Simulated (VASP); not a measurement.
## Sb: single point with PBE+D3(BJ)

Crystal: Sb.

```
Sb
1.0
     2.02379    1.16844    4.22789
    -2.02379    1.16844    4.22789
     0.00000   -2.33687    4.22789
Sb
2
Cartesian
  0.0000 0.0000 2.9634
  0.0000 0.0000 9.7202
```

This cell differs from its parent crystal: ratio of the length along z to the lengths across it x 1.2, volume and fractional coordinates fixed.

| Property | Result |
| --- | --- |
| Program | VASP 6.6.1 |
| Task | single point |
| Functional | PBE |
| Dispersion | D3(BJ) |
| Potentials or basis | VASP PAW PBE potentials, release 64 (Sb) |
| Cutoff | 520 eV |
| k mesh | 15 × 15 × 15 |
| Occupations | gaussian, width 0.15 eV |
| Spin | no spin polarisation |
| Dipole correction | no |
| Further INCAR settings | ALGO = Normal; EDIFF = 1e-06; NBANDS = 12 |

```
Pressure                   : 1.0 GPa
Largest force              : 0.035 eV/Å
Band gap on the k mesh     : zero (bands 5 and 6 overlap by 1.48 eV)
Dispersion energy per atom : -0.474 eV
```

Forces in eV/Å, atoms in the order of the input:
```
Sb   0.000  0.000  0.035
Sb   0.000  0.000 -0.035
```

Stress tensor (GPa, compression positive):
```
 2.46  0.00  0.00
 0.00  2.46  0.00
 0.00  0.00 -1.94
```

Levels at points of the mesh, in eV from the Fermi level:
| k point | band 2 | band 3 | band 4 | band 5 | band 6 | band 7 | band 8 | band 9 |
| --- | --- | --- | --- | --- | --- | --- | --- | --- |
| (0.00, 0.00, 0.00) | -5.27 | -3.16 | -0.80 | -0.80 | 2.54 | 2.92 | 2.92 | 5.69 |

Run time: 3.7 min on 1 thread of Intel Xeon 8259CL (shared host), peak memory 0.37 GiB.

Caveat: spin-orbit coupling is left out, which moves the levels of the heavy elements.
